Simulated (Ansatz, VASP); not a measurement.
## Os: VASP beside Ansatz

```
Os
1.0
     2.77893    0.00000    0.00000
    -1.38946    2.40662    0.00000
     0.00000    0.00000    4.39053
Os
2
Direct
  0.33333 0.66667 0.25000
  0.66667 0.33333 0.75000
```

Change from the starting cell: volume scaled by 1.05.

Alike in both runs: task single point; functional PBEsol; k mesh 15 × 15 × 9; occupations fermi-dirac, width 0.05 eV; no spin polarisation.

|  | VASP | Ansatz |
| --- | --- | --- |
| version | VASP 6.6.1 | Ansatz 0.2.0 |
| potentials or method | VASP PAW PBE potentials, release 64 (Os), cutoff 520 eV | all-electron LAPW, scalar-relativistic |

Ansatz gave:

| Item | Value |
| --- | --- |
| pressure (GPa) | -21.0 |
| traceless stress, the component that is largest in VASP (GPa) | -0.57 |

Task: Which values does VASP return?

Result: Pressure (GPa): -21.1; traceless stress, the component that is largest in VASP (GPa): -0.61.

VASP's potentials were made for PBE, not for PBEsol. Ansatz ran all-electron here, and VASP with PAW potentials.

Spin-orbit coupling is off throughout.
